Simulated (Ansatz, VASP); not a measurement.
**Two plane-wave programs on Nb3Cr**

```xyz
4
Lattice="0.0000 3.2058 3.2058 3.2058 0.0000 3.2058 3.2058 3.2058 0.0000" Properties=species:S:1:pos:R:3 pbc="T T T"
Nb    4.8087    4.8087    4.8087
Nb    1.6029    1.6029    1.6029
Nb    3.2058    3.2058    3.2058
Cr    0.0000    0.0000    0.0000
```

Alike in both runs: functional PBE; k mesh 12 × 12 × 12; occupations gaussian, width 0.1 eV; no spin polarisation.

Ansatz relaxed the structure, and its values are those at the end. VASP's run is a single point on that final structure, the one shown.

```csv
,VASP,Ansatz
version,VASP 6.6.1,Ansatz 0.2.0
potentials or method,"VASP PAW PBE potentials, release 64 (Nb_sv, Cr_pv), cutoff 520 eV","scalar-relativistic, plane waves, PAW"
valence electrons in the cell,51,53
```

|  | VASP | Ansatz | Ansatz less VASP |
| --- | --- | --- | --- |
| gap on the k mesh at the Fermi level (eV) | none | none | - |
| pressure (GPa) | -0.3 | 0.0 | +0.31 |

A gap of «none» marks a metal or a gap that the smearing closes. With one functional, cell and mesh, what is left measures potentials, basis and numerics. VASP's potentials hold 51 valence electrons a cell and Ansatz's 53, so a difference there can come from the potentials and not from the codes.
